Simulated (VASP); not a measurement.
# H (I4/mmm) in VASP: settings compared

H is run at these levels: r2SCAN, BLYP, LDA, PBEsol, RPBE; tasks: single point, relaxation of cell and atoms.

All numbers are computed with VASP 6.6.1; they aren't measurements. Logs are shortened: lines on timing, memory, paths and dates and some standing lists are left out, and cuts for length are marked.

**1. The cell of the first run**

Symmetry: I4/mmm, No. 139, tetragonal system. The conventional cell has a = 3.663 Å, b = 3.663 Å, c = 4.649 Å, α = 90.00°, β = 90.00°, γ = 90.00°. Within 1.0 Å of H (site symmetry 4mm) lie 1 H at 0.74 Å.

**2. Single point, r2SCAN**

Input file POSCAR:

```
H
1.0
   -1.8313925236      1.8313925236      2.3246745198
    1.8313925236     -1.8313925236      2.3246745198
    1.8313925236      1.8313925236     -2.3246745198
H
2
Direct
    0.0797814151      0.0797814151      0.0000000000
    0.9202185849      0.9202185849      0.0000000000
```

Input file INCAR.step1:

```
PREC = Accurate ; ENCUT = 520
ISMEAR = -1 ; SIGMA = 0.05
LREAL = False ; LASPH = True
NELM = 60 ; NBANDS = 8
GGA = PE ; ALGO = Normal
EDIFF = 1E-4 ; LWAVE = True
LCHARG = False
```

Input file INCAR.step2:

```
PREC = Accurate ; ENCUT = 520
EDIFF = 1E-7 ; ISMEAR = -1
SIGMA = 0.05 ; LREAL = False
LASPH = True ; NELM = 60
ALGO = Normal ; ISIF = 2
LWAVE = False ; LCHARG = True
METAGGA = R2SCAN ; LMIXTAU = True
LELF = True ; LVHAR = True
NBANDS = 8 ; ISTART = 1
```

Input file KPOINTS:

```
Automatic mesh
0
Gamma
  11 11 11
```

Potentials or basis: VASP PAW PBE potentials, release 64 (H).

Launch:

```console
$ cat potpaw_PBE.64/H/POTCAR > POTCAR
$ cp INCAR.step1 INCAR
$ mpirun -np 1 vasp_std > vasp.out
$ cp INCAR.step2 INCAR
$ mpirun -np 1 vasp_std > vasp.out
```

OUTCAR:

```text
PREC = Accurate
   ENCUT = 520
   EDIFF = 1E-7
   ISMEAR = -1
   LREAL = False
   LASPH = True
   NELM = 60
   ISIF = 2
   METAGGA = R2SCAN
   ISTART = 1

 ion  position               nearest neighbor table
   1  0.080  0.080  0.000-   2 0.74
   2  0.920  0.920  0.000-   1 0.74

  LATTYP: Found a body centered tetragonal cell.
 ALAT       =     3.6627850472
 C/A-ratio  =     1.2693480452

  Lattice vectors:

 A1 = (  -1.8313925236,   1.8313925236,   2.3246745198)
 A2 = (   1.8313925236,  -1.8313925236,   2.3246745198)
 A3 = (   1.8313925236,   1.8313925236,  -2.3246745198)

Analysis of symmetry for initial positions (statically):
=====================================================================
 Subroutine PRICEL returns:
 Original cell was already a primitive cell.

 Routine SETGRP: Setting up the symmetry group for a
 body centered tetragonal supercell.

 Subroutine GETGRP returns: Found 16 space group operations
 (whereof 16 operations were pure point group operations)
 out of a pool of 16 trial point group operations.

The static configuration has the point symmetry D_4h.

Analysis of symmetry for dynamics (positions and initial velocities):
=====================================================================
 Subroutine PRICEL returns:
 Original cell was already a primitive cell.

 Routine SETGRP: Setting up the symmetry group for a
 body centered tetragonal supercell.

 Subroutine GETGRP returns: Found 16 space group operations
 (whereof 16 operations were pure point group operations)
 out of a pool of 16 trial point group operations.

The dynamic configuration has the point symmetry D_4h.

 Subroutine INISYM returns: Found 16 space group operations
 (whereof 16 operations are pure point group operations),
 and found     1 'primitive' translations

----------------------------------------------------------------------------------------

                                     Primitive cell

  volume of cell :      31.1878

  direct lattice vectors                    reciprocal lattice vectors
    -1.831392524  1.831392524  2.324674520     0.000000000  0.273016294  0.215083873
     1.831392524 -1.831392524  2.324674520     0.273016294  0.000000000  0.215083873
     1.831392524  1.831392524 -2.324674520     0.273016294  0.273016294  0.000000000

  length of vectors
     3.480245505  3.480245505  3.480245505     0.347561461  0.347561461  0.386103346

  position of ions in fractional coordinates (direct lattice)
     0.079781415  0.079781415  0.000000000
     0.920218585  0.920218585  0.000000000

  ion indices of the primitive-cell ions
   primitive index   ion index
                 1           1
                 2           2

----------------------------------------------------------------------------------------

 KPOINTS: Automatic mesh

Automatic generation of k-mesh.
 Grid dimensions read from file:
 generate k-points for:   11   11   11

 Generating k-lattice:

  Cartesian coordinates                     Fractional coordinates (reciprocal lattice)
     0.000000000  0.024819663  0.019553079     0.090909091 -0.000000000  0.000000000
     0.024819663  0.000000000  0.019553079    -0.000000000  0.090909091  0.000000000
     0.024819663  0.024819663  0.000000000     0.000000000  0.000000000  0.090909091

  Length of vectors
     0.031596496  0.031596496  0.035100304

  Shift w.r.t. Gamma in fractional coordinates (k-lattice)
     0.000000000  0.000000000  0.000000000

 Subroutine IBZKPT returns following result:
 ===========================================

 Found    126 irreducible k-points:

 Following reciprocal coordinates:
            Coordinates               Weight
  0.000000  0.000000  0.000000      1.000000
  0.090909  0.000000 -0.000000      8.000000
  0.181818  0.000000  0.000000      8.000000
  0.272727  0.000000  0.000000      8.000000
  0.363636  0.000000  0.000000      8.000000
  0.454545  0.000000 -0.000000      8.000000
[... 16 lines left out ...]
 -0.272727  0.181818  0.000000     16.000000
 -0.181818  0.181818  0.000000      4.000000
 [... further k-points ...]
   k-points           NKPTS =    126   k-points in BZ     NKDIM =    126   number of bands    NBANDS=      8
   number of dos      NEDOS =    301   number of ions     NIONS =      2
   total plane-waves  NPLWV =  21952
   dimension x,y,z NGX =    28 NGY =   28 NGZ =   28
   dimension x,y,z NGXF=    56 NGYF=   56 NGZF=   56
   ions per type =               2
   NGX,Y,Z   is equivalent  to a cutoff of  13.38, 13.38, 13.38 a.u.
   NGXF,Y,Z  is equivalent  to a cutoff of  26.75, 26.75, 26.75 a.u.
 SYSTEM =  unknown system
   PREC   = accura    normal or accurate (medium, high low for compatibility)
   ISTART =      1    job   : 0-new  1-cont  2-samecut
   ICHARG =      0    charge: 1-file 2-atom 10-const
   ISPIN  =      1    spin polarized calculation?
   LNONCOLLINEAR =      F non collinear calculations
   LSORBIT =      F    spin-orbit coupling
   LASPH  =      T    aspherical Exc in radial PAW
   ENCUT  =  520.0 eV  38.22 Ry    6.18 a.u.   6.47  6.47  6.47*2*pi/ulx,y,z
   NELM   =     60;   NELMIN=  2; NELMDL=  0     # of ELM steps
   EDIFF  = 0.1E-06   stopping-criterion for ELM
   LREAL  =      F    real-space projection
   EDIFFG = 0.1E-05   stopping-criterion for IOM
   NSW    =      0    number of steps for IOM
   IBRION =     -1    ionic relax: 0-MD 1-quasi-New 2-CG
   NFREE  =      0    steps in history (QN), initial steepest desc. (CG)
   ISIF   =      2    stress and relaxation
   ISYM   =      2    0-nonsym 1-usesym 2-fastsym
   POTIM  = 0.5000    time-step for ionic-motion
   TEBEG  =    0.0;   TEEND  =   0.0 temperature during run
   PSTRESS=    0.0 pullay stress
   NELECT =       2.0000    total number of electrons
   NUPDOWN=      -1.0000    fix difference up-down
   EMIN   =  10.00;   EMAX   =-10.00  energy-range for DOS
   EFERMI =   0.00;   METHOD = LEGACY
   ISMEAR =    -1;   SIGMA  =   0.05  broadening in eV -4-tet -1-fermi 0-gaus
   EFERMI_NEDOS =   21; number of points for ismear=-14 and -15
   IALGO  =     38    algorithm
   IMIX   =      4    mixing-type and parameters
     AMIX     =   0.40;   BMIX     =  1.00
     AMIX_MAG =   1.60;   BMIX_MAG =  1.00
  volume/ion in A,a.u.               =      15.59       105.23
  Fermi-wavevector in a.u.,A,eV,Ry     =   0.655274  1.238289  5.842130  0.429384
  Thomas-Fermi vector in A             =   1.726098
   LORBIT       =      0    0 simple, 1 ext, 2 COOP (PROOUT), +10 PAW based schemes
   METAGGA = R2SCAN    functional components
   LHFCALC =     F    Hartree Fock is set to
   AEXX    =    0.0000 exact exchange contribution
   IVDW    =     0    specifies the selected vdW correction
   LEPSILON=     F    determine dielectric tensor
   LRPA    =     F    only Hartree local field effects (RPA)
 non-spin polarized calculation
  energy-cutoff  :      520.00
  volume of cell :       31.19
 maximum number of plane-waves:       861
 NGX is ok and might be reduce to    28
   NGX = 13   NGY = 13   NGZ = 13

 number of electron       1.9999999 magnetization

 Free energy of the ion-electron system (eV)
  ---------------------------------------------------
  ext. energy  EPLUGINS =         0.00000000
  ---------------------------------------------------
  free energy    TOTEN  =        -6.90590359 eV

  energy without entropy =       -6.90590359  energy(sigma->0) =       -6.90590359

 E-fermi :  -8.3600     XC(G=0):  -4.4578

 val. band max:       -9.3706101470   @ k =  -0.4545   0.4545   0.4545
 cond. band min:       0.9839731484   @ k =   0.4545   0.0000  -0.0000
 fundamental gap:     10.3545832954
 Fermi energy:        -8.3600142739

 k-point     1 :       0.0000    0.0000    0.0000
  band No.  band energies     occupation
      1     -10.7360      2.00000
      2       4.0490      0.00000
      3       7.3885      0.00000
      4      12.8830      0.00000
      5      12.8830      0.00000
      6      15.7062      0.00000
      7      15.7062      0.00000
      8      16.6619      0.00000

 k-point     2 :       0.0909    0.0000   -0.0000
  band No.  band energies     occupation
      1     -10.6721      2.00000
      2       3.7374      0.00000
      3       7.5199      0.00000
      4      12.2503      0.00000
      5      12.4976      0.00000
      6      15.3099      0.00000
      7      16.1330      0.00000
      8      16.5100      0.00000

 k-point     3 :       0.1818    0.0000    0.0000
  band No.  band energies     occupation
      1     -10.4942      2.00000
      2       3.0014      0.00000
      3       7.7484      0.00000
      4      10.8858      0.00000
      5      11.8255      0.00000
      6      15.8227      0.00000
      7      15.9685      0.00000
      8      16.3315      0.00000

 k-point     4 :       0.2727    0.0000    0.0000
  band No.  band energies     occupation
      1     -10.2445      2.00000
      2       2.1477      0.00000
      3       7.8708      0.00000
      4       9.7184      0.00000
      5      11.2528      0.00000
      6      15.0394      0.00000
      7      15.4489      0.00000
      8      17.1525      0.00000

 k-point     5 :       0.3636    0.0000    0.0000
  band No.  band energies     occupation
      1      -9.9950      2.00000
      2       1.4119      0.00000
      3       7.8057      0.00000
      4       9.0570      0.00000
      5      10.8672      0.00000
      6      14.2977      0.00000
      7      15.0142      0.00000
      8      16.4113      0.00000
[... 177 lines left out ...]
 k-point    22 :      -0.3636    0.1818    0.0000
  band No.  band energies     occupation
      1     -10.0496      2.00000
      2       2.3716      0.00000
      3       5.9688      0.00000
      4       8.9299      0.00000
      5      10.7418      0.00000
      6      14.5628      0.00000
      7      14.6589      0.00000
      8      17.8322      0.00000

 k-point    23 :      -0.2727    0.1818    0.0000
  band No.  band energies     occupation
      1     -10.2736      2.00000
      2       2.9933      0.00000
      3       6.1983      0.00000
      4       9.9918      0.00000
      5      11.4355      0.00000
      6      13.1643      0.00000
      7      15.0658      0.00000
      8      18.4105      0.00000

 k-point    24 :      -0.1818    0.1818    0.0000
  band No.  band energies     occupation
      1     -10.4479      2.00000
      2       3.4256      0.00000
      3       6.4469      0.00000
      4      11.1242      0.00000
      5      12.4491      0.00000
      6      12.7982      0.00000
      7      15.0755      0.00000
      8      17.8039      0.00000

 [... further k-points ...]

------------------------ aborting loop because EDIFF is reached ----------------------------------------

  FORCE on cell =-STRESS in cart. coord.  units (eV):
  Direction    XX          YY          ZZ          XY          YZ          ZX
  --------------------------------------------------------------------------------------
  -------------------------------------------------------------------------------------
  Total       -0.0259021     -0.0259021     -0.0281194      0.0000000      0.0000000      0.0000000
  in kB       -1.3306407     -1.3306407     -1.4445473      0.0000000      0.0000000      0.0000000
  external PRESSURE =      -1.3686095 kB  Pullay stress =       0.0000000 kB

 VOLUME and BASIS-vectors are now :
 -----------------------------------------------------------------------------
  energy-cutoff  :      520.00
  volume of cell :       31.19
      direct lattice vectors                 reciprocal lattice vectors
    -1.831392524  1.831392524  2.324674520     0.000000000  0.273016294  0.215083873
     1.831392524 -1.831392524  2.324674520     0.273016294  0.000000000  0.215083873
     1.831392524  1.831392524 -2.324674520     0.273016294  0.273016294  0.000000000

 POSITION                                       TOTAL-FORCE (eV/Angst)
 -----------------------------------------------------------------------------------
      0.00000      0.00000      0.37093         0.000000      0.000000      0.004684
      0.00000      0.00000      4.27842        -0.000000     -0.000000     -0.004684
 -----------------------------------------------------------------------------------
    total drift:                                0.000000      0.000000      0.000000

  FREE ENERGIE OF THE ION-ELECTRON SYSTEM (eV)
  ---------------------------------------------------
  free  energy   TOTEN  =        -6.9059035922 eV

  energy  without entropy=       -6.9059035922  energy(sigma->0) =       -6.90590359
```

Wall time 57 s (1 thread of Intel Xeon 6975P-C (Granite Rapids), shared host); peak memory 0.16 GiB.

Results:

| Property | Result |
| --- | --- |
| Free energy | -6.9059 eV |
| Pressure | -0.1 GPa |
| Largest force | 0.005 eV/Å |
| Band gap on the k mesh | 10.35 eV, indirect (least direct gap 10.82 eV) |

Forces on the atoms (eV/Å):
```
H    0.000  0.000  0.005
H    0.000  0.000 -0.005
```

Levels at points of the mesh, in eV from the valence-band top:
| k point | band 1 | band 2 | band 3 | band 4 |
| --- | --- | --- | --- | --- |
| (0.00, 0.00, 0.00) | -1.37 | 13.42 | 16.76 | 22.25 |

Caveat: the PAW data sets were made with another functional, which shifts forces and pressure a little. A k mesh can miss the band edges.

(Continued in part 2 of 3.)
